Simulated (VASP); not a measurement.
# As in VASP: notebook

As is run at these levels: PBE, HSE06, PBE0; tasks: single point.

Everything below comes from runs of VASP 6.6.1. Logs are shortened: lines on timing, memory, paths and dates and some standing lists are left out, and cuts for length are marked.

## Step 1: The cell of the first run

The cell holds a single atom in a box, 1 atom: a = 14.000 Å, b = 14.400 Å, c = 14.800 Å, α = 90.00°, β = 90.00°, γ = 90.00°.

## Step 2: Single point, PBE, collinear spin

File INCAR:

```
SYSTEM = As
PREC = Accurate ; ENCUT = 520
EDIFF = 1E-7 ; ISMEAR = -1
SIGMA = 0.01 ; LREAL = .False.
LASPH = .True. ; NELM = 150
ALGO = Normal ; ISIF = 2
LWAVE = .False. ; LCHARG = .True.
ISPIN = 2 ; MAGMOM = 3
LORBIT = 11 ; GGA = PE
LELF = .True. ; LVHAR = .True.
ISYM = 0 ; NBANDS = 12
```

File KPOINTS:

```
Automatic mesh
0
Gamma
  1 1 1
  0 0 0
```

File POSCAR:

```
As
1.0
   14.0000000000      0.0000000000      0.0000000000
    0.0000000000     14.4000000000      0.0000000000
    0.0000000000      0.0000000000     14.8000000000
As
1
Direct
    0.5000000000      0.5000000000      0.5000000000
```

Potentials or basis: VASP PAW PBE potentials, release 64 (As).

On the command line:

```
> cat potpaw_PBE.64/As/POTCAR > POTCAR
> mpirun -np 1 vasp_gam > vasp.out
```

OUTCAR:

```text
SYSTEM = As
   PREC = Accurate
   ENCUT = 520
   EDIFF = 1E-7
   ISMEAR = -1
   LREAL = .False.
   LASPH = .True.
   NELM = 150
   ISIF = 2
   ISPIN = 2
   LORBIT = 11
   GGA = PE
   ISYM = 0

 ion  position               nearest neighbor table
   1  0.500  0.500  0.500-

IMPORTANT INFORMATION: All symmetrisations will be switched off!
NOSYMM: (Re-)initialisation of all symmetry stuff for point group C_1.

----------------------------------------------------------------------------------------

                                     Primitive cell

  volume of cell :    2983.6800

  direct lattice vectors                    reciprocal lattice vectors
    14.000000000  0.000000000  0.000000000     0.071428571  0.000000000  0.000000000
     0.000000000 14.400000000  0.000000000     0.000000000  0.069444444  0.000000000
     0.000000000  0.000000000 14.800000000     0.000000000  0.000000000  0.067567568

  length of vectors
    14.000000000 14.400000000 14.800000000     0.071428571  0.069444444  0.067567568

  position of ions in fractional coordinates (direct lattice)
     0.500000000  0.500000000  0.500000000

  ion indices of the primitive-cell ions
   primitive index   ion index
                 1           1

----------------------------------------------------------------------------------------

 KPOINTS: Automatic mesh

Automatic generation of k-mesh.
 Grid dimensions read from file:
 generate k-points for:    1    1    1

 Generating k-lattice:

  Cartesian coordinates                     Fractional coordinates (reciprocal lattice)
     0.071428571  0.000000000  0.000000000     1.000000000  0.000000000  0.000000000
     0.000000000  0.069444444  0.000000000     0.000000000  1.000000000  0.000000000
     0.000000000  0.000000000  0.067567568     0.000000000  0.000000000  1.000000000

  Length of vectors
     0.071428571  0.069444444  0.067567568

  Shift w.r.t. Gamma in fractional coordinates (k-lattice)
     0.000000000  0.000000000  0.000000000

 Subroutine IBZKPT returns following result:
 ===========================================

 Found      1 irreducible k-points:

 Following reciprocal coordinates:
            Coordinates               Weight
  0.000000  0.000000  0.000000      1.000000
   k-points           NKPTS =      1   k-points in BZ     NKDIM =      1   number of bands    NBANDS=     12
   number of dos      NEDOS =    301   number of ions     NIONS =      1
   total plane-waves  NPLWV = ******
   dimension x,y,z NGX =   108 NGY =  108 NGZ =  112
   dimension x,y,z NGXF=   216 NGYF=  216 NGZF=  224
   ions per type =               1
   NGX,Y,Z   is equivalent  to a cutoff of  12.82, 12.47, 12.58 a.u.
   NGXF,Y,Z  is equivalent  to a cutoff of  25.65, 24.94, 25.16 a.u.
 SYSTEM =  As
   PREC   = accura    normal or accurate (medium, high low for compatibility)
   ISTART =      0    job   : 0-new  1-cont  2-samecut
   ICHARG =      2    charge: 1-file 2-atom 10-const
   ISPIN  =      2    spin polarized calculation?
   LNONCOLLINEAR =      F non collinear calculations
   LSORBIT =      F    spin-orbit coupling
   LASPH  =      T    aspherical Exc in radial PAW
   ENCUT  =  520.0 eV  38.22 Ry    6.18 a.u.  26.03 26.77 27.52*2*pi/ulx,y,z
   NELM   =    150;   NELMIN=  2; NELMDL= -5     # of ELM steps
   EDIFF  = 0.1E-06   stopping-criterion for ELM
   LREAL  =      F    real-space projection
   EDIFFG = 0.1E-05   stopping-criterion for IOM
   NSW    =      0    number of steps for IOM
   IBRION =     -1    ionic relax: 0-MD 1-quasi-New 2-CG
   NFREE  =      0    steps in history (QN), initial steepest desc. (CG)
   ISIF   =      2    stress and relaxation
   ISYM   =      0    0-nonsym 1-usesym 2-fastsym
   POTIM  = 0.5000    time-step for ionic-motion
   TEBEG  =    0.0;   TEEND  =   0.0 temperature during run
   PSTRESS=    0.0 pullay stress
   NELECT =       5.0000    total number of electrons
   NUPDOWN=      -1.0000    fix difference up-down
   EMIN   =  10.00;   EMAX   =-10.00  energy-range for DOS
   EFERMI =   0.00;   METHOD = LEGACY
   ISMEAR =    -1;   SIGMA  =   0.01  broadening in eV -4-tet -1-fermi 0-gaus
   EFERMI_NEDOS =   21; number of points for ismear=-14 and -15
   IALGO  =     38    algorithm
   IMIX   =      4    mixing-type and parameters
     AMIX     =   0.40;   BMIX     =  1.00
     AMIX_MAG =   1.60;   BMIX_MAG =  1.00
  volume/ion in A,a.u.               =    2983.68     20134.87
  Fermi-wavevector in a.u.,A,eV,Ry     =   0.194453  0.367462  0.514462  0.037812
  Thomas-Fermi vector in A             =   0.940288
   LORBIT       =     11    0 simple, 1 ext, 2 COOP (PROOUT), +10 PAW based schemes
   GGA     = PE    functional components
   LHFCALC =     F    Hartree Fock is set to
   AEXX    =    0.0000 exact exchange contribution
   IVDW    =     0    specifies the selected vdW correction
   LEPSILON=     F    determine dielectric tensor
   LRPA    =     F    only Hartree local field effects (RPA)
 spin polarized calculation
  energy-cutoff  :      520.00
  volume of cell :     2983.68
 maximum number of plane-waves:     40220
 NGX is ok and might be reduce to   108
   NGX = 53   NGY = 53   NGZ = 55

 number of electron       5.0000000 magnetization       3.0000000

 Free energy of the ion-electron system (eV)
  ---------------------------------------------------
  ext. energy  EPLUGINS =         0.00000000
  ---------------------------------------------------
  free energy    TOTEN  =        -1.70136843 eV

  energy without entropy =       -1.70136843  energy(sigma->0) =       -1.70136843

 E-fermi :  -5.5909     XC(G=0):  -0.2669

 val. band max:       -5.8453013762   @ k =   0.0000   0.0000   0.0000
 cond. band min:      -3.5491166990   @ k =   0.0000   0.0000   0.0000
 fundamental gap:      2.2961846772
 Fermi energy:        -5.5908825177

 spin component 1

 k-point     1 :       0.0000    0.0000    0.0000
  band No.  band energies     occupation
      1     -15.1314      1.00000
      2      -5.8453      1.00000
      3      -5.8453      1.00000
      4      -5.8453      1.00000
      5      -0.5833      0.00000
      6       0.3115      0.00000
      7       0.4026      0.00000
      8       0.4300      0.00000
      9       0.4608      0.00000
     10       0.5801      0.00000
     11       0.6038      0.00000
     12       0.9807      0.00000
 Fermi energy:        -5.5908825177

 spin component 2

 k-point     1 :       0.0000    0.0000    0.0000
  band No.  band energies     occupation
      1     -12.8557      1.00000
      2      -3.5491      0.00000
      3      -3.5491      0.00000
      4      -3.5491      0.00000
      5      -0.0018      0.00000
      6       0.6547      0.00000
      7       0.7408      0.00000
      8       0.7520      0.00000
      9       0.7785      0.00000
     10       0.7998      0.00000
     11       0.8198      0.00000
     12       1.4000      0.00000

------------------------ aborting loop because EDIFF is reached ----------------------------------------

  FORCE on cell =-STRESS in cart. coord.  units (eV):
  Direction    XX          YY          ZZ          XY          YZ          ZX
  --------------------------------------------------------------------------------------
  -------------------------------------------------------------------------------------
  Total       -0.0006132     -0.0005301     -0.0004369     -0.0000000      0.0000000     -0.0000000
  in kB       -0.0003293     -0.0002847     -0.0002346     -0.0000000      0.0000000     -0.0000000
  external PRESSURE =      -0.0002828 kB  Pullay stress =       0.0000000 kB

 VOLUME and BASIS-vectors are now :
 -----------------------------------------------------------------------------
  energy-cutoff  :      520.00
  volume of cell :     2983.68
      direct lattice vectors                 reciprocal lattice vectors
    14.000000000  0.000000000  0.000000000     0.071428571  0.000000000  0.000000000
     0.000000000 14.400000000  0.000000000     0.000000000  0.069444444  0.000000000
     0.000000000  0.000000000 14.800000000     0.000000000  0.000000000  0.067567568

 POSITION                                       TOTAL-FORCE (eV/Angst)
 -----------------------------------------------------------------------------------
      7.00000      7.20000      7.40000        -0.000000     -0.000000      0.000000
 -----------------------------------------------------------------------------------
    total drift:                               -0.000000     -0.000000      0.000000

  FREE ENERGIE OF THE ION-ELECTRON SYSTEM (eV)
  ---------------------------------------------------
  free  energy   TOTEN  =        -1.7013684311 eV

  energy  without entropy=       -1.7013684311  energy(sigma->0) =       -1.70136843

 total charge

# of ion       s       p       d       tot
------------------------------------------
    1        1.327   1.247   0.000   2.574

 magnetization (x)

# of ion       s       p       d       tot
------------------------------------------
    1        0.007   1.247  -0.000   1.254
```

Run time: 13 min. Hardware: 1 thread of AMD EPYC, shared host; peak memory 2.7 GiB.

What came out:

```
Free energy                                           : -1.7014 eV
Pressure                                              : 0.0 GPa
Band gap on the k mesh                                : 2.30 eV
Net moment                                            : 3.00 μB per cell
Site moments                                          : As +1.25 μB
Valence electrons inside the program's atomic spheres : As 2.57
```

Levels at points of the mesh, in eV from the valence-band top:
Spin up:
```
           k point  band 2  band 3  band 4  band 5  band 6  band 7
(0.00, 0.00, 0.00)    0.00    0.00    0.00    5.26    6.16    6.25
```
Spin down:
| k point | band 1 | band 2 | band 3 | band 4 |
| --- | --- | --- | --- | --- |
| (0.00, 0.00, 0.00) | -7.01 | 2.30 | 2.30 | 2.30 |

## Step 3: Single point, HSE06, collinear spin

POSCAR is that of step 2.

File INCAR.step1:

```
SYSTEM = As
PREC = Accurate ; ENCUT = 520
EDIFF = 1E-5 ; ISMEAR = -1
SIGMA = 0.01 ; LREAL = .False.
LASPH = .True. ; NELM = 150
ALGO = Normal ; ISIF = 2
LWAVE = .True. ; LCHARG = .False.
ISPIN = 2 ; MAGMOM = 3
LORBIT = 11 ; NBANDS = 12
GGA = PE ; ISYM = 0
```

File INCAR.step2:

```
SYSTEM = As
PREC = Accurate ; ENCUT = 520
EDIFF = 1E-6 ; ISMEAR = -1
SIGMA = 0.01 ; LREAL = .False.
LASPH = .True. ; NELM = 150
ALGO = Normal ; ISIF = 2
LWAVE = .False. ; LCHARG = .False.
ISPIN = 2 ; MAGMOM = 3
LORBIT = 11 ; GGA = PE
LHFCALC = .True. ; HFSCREEN = 0.2079
PRECFOCK = Normal ; NBANDS = 12
ISTART = 1 ; ISYM = 0
```

KPOINTS is that of step 2.

Potentials or basis: VASP PAW PBE potentials, release 64 (As).

On the command line:

```
> cat potpaw_PBE.64/As/POTCAR > POTCAR
> cp INCAR.step1 INCAR
> mpirun -np 1 vasp_gam > vasp.out
> cp INCAR.step2 INCAR
> mpirun -np 1 vasp_gam > vasp.out
```

Wall time 53 min (1 thread of AMD EPYC, shared host); peak memory 2.8 GiB.

The run converged. Its results:

```
Free energy                                           : -2.8579 eV
Pressure                                              : 0.0 GPa
Band gap on the k mesh                                : 3.77 eV
Net moment                                            : 3.00 μB per cell
Site moments                                          : As +1.28 μB
Valence electrons inside the program's atomic spheres : As 2.62
```

Levels at points of the mesh, in eV from the valence-band top:
Spin up:
```csv
k point,band 1,band 2,band 3,band 4,band 5,band 6,band 7,band 8
"(0.00, 0.00, 0.00)",-10.17,0.00,0.00,0.00,6.19,6.95,7.10,7.13
```
Spin down:
```tsv
k point	band 1	band 2	band 3	band 4	band 5
(0.00, 0.00, 0.00)	-6.79	3.77	3.77	3.77	6.63
```

Caveat: the PAW data sets were made with another functional, which shifts forces and pressure a little.

## Step 4: Single point, PBE0, collinear spin

POSCAR is that of step 3.

File INCAR.step1:

```
PREC = Accurate
ENCUT = 520
EDIFF = 1E-5
ISMEAR = -1
SIGMA = 0.01
LREAL = F
LASPH = T
NELM = 150
ALGO = Normal
ISIF = 2
LWAVE = T
LCHARG = F
ISPIN = 2
MAGMOM = 3
LORBIT = 11
NBANDS = 12
GGA = PE
ISYM = 0
```

File INCAR.step2:

```
PREC = Accurate
ENCUT = 520
EDIFF = 1E-7
ISMEAR = -1
SIGMA = 0.01
LREAL = F
LASPH = T
NELM = 150
ALGO = Normal
ISIF = 2
LWAVE = F
LCHARG = F
ISPIN = 2
MAGMOM = 3
LORBIT = 11
GGA = PE
LHFCALC = T
AEXX = 0.25
PRECFOCK = Normal
NBANDS = 12
ISTART = 1
ISYM = 0
```

File KPOINTS:

```
regular mesh
0
Gamma
  1 1 1
```

On the command line:

```
> cat potpaw_PBE.64/As/POTCAR > POTCAR
> cp INCAR.step1 INCAR
> mpirun -np 1 vasp_gam > vasp.out
> cp INCAR.step2 INCAR
> mpirun -np 1 vasp_gam > vasp.out
```

Run time: 46 min. Hardware: 1 thread of AMD EPYC, shared host; peak memory 2.7 GiB.

Results (log left out):

* Free energy: -3.4347 eV
* Pressure: 0.0 GPa
* Band gap on the k mesh: 4.53 eV
* Net moment: 3.00 μB per cell
* Site moments: As +1.28 μB
* Valence electrons inside the program's atomic spheres: As 2.62

Levels at points of the mesh, in eV from the valence-band top:
Spin up:
```tsv
k point	band 2	band 3	band 4	band 5	band 6	band 7
(0.00, 0.00, 0.00)	0.00	0.00	0.00	6.78	7.47	7.61
```
Spin down:
```tsv
k point	band 1	band 2	band 3	band 4	band 5
(0.00, 0.00, 0.00)	-6.85	4.53	4.53	4.53	7.08
```

Caveat: the PAW data sets were made with another functional, which shifts forces and pressure a little.

## Step 5: Overview

```csv
level,grid for exact exchange (PRECFOCK),share of exact exchange,screening parameter,gap on the mesh (eV),pressure (GPa),moment (μB)
PBE,-,-,-,2.30,0.0,3.00
HSE06,Normal,0.25,0.2079 1/Å,3.77,0.0,3.00
PBE0,Normal,0.25,-,4.53,0.0,3.00
```

Alike in all rows: task single point; potentials or basis VASP PAW PBE potentials, release 64 (As); spin collinear; cell as given; k mesh 1 × 1 × 1; cutoff (eV) 520; smearing fermi-dirac 0.01 eV.

On the cell as given the gap runs from 2.30 eV (PBE) to 4.53 eV (PBE0).

Caveats: the PAW data sets were made with another functional, which shifts forces and pressure a little (at least some runs).

Absolute energies hang on the potentials; compare differences alone.
